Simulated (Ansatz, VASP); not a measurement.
Two plane-wave programs on CdS5

```
CELL_PARAMETERS angstrom
0.00000 3.80829 3.80829
3.80829 0.00000 3.80829
3.80829 3.80829 0.00000
ATOMIC_POSITIONS crystal
Cd 0.00000 0.00000 0.00000
S 0.75000 0.75000 0.75000
S 0.38559 0.38559 0.84322
S 0.38559 0.84322 0.38559
S 0.38559 0.38559 0.38559
S 0.84322 0.38559 0.38559
```

Change from the starting cell: species swapped into the TmCu5 type (F-43m, No. 216).

Alike in both runs: functional PBE; k mesh 8 × 8 × 8; occupations gaussian, width 0.1 eV; no spin polarisation.

Ansatz relaxed the structure, and its values are those at the end. VASP's run is a single point on that final structure, the one shown.

```csv
,VASP,Ansatz
version,VASP 6.6.1,Ansatz 0.2.0
potentials or method,"VASP PAW PBE potentials, release 64 (Cd, S), cutoff 520 eV","scalar-relativistic, plane waves, PAW"
valence electrons in the cell,42,50
```

```csv
,VASP,Ansatz,Ansatz less VASP
gap on the k mesh at the Fermi level (eV),none,none,-
pressure (GPa),0.0,0.0,+0.04
rms of the force components (eV/Å),0.021,0.000,-0.0206
```

A gap of «none» marks a metal or a gap that the smearing closes. VASP's potentials hold 42 valence electrons a cell and Ansatz's 50, so a difference there can come from the potentials and not from the codes.
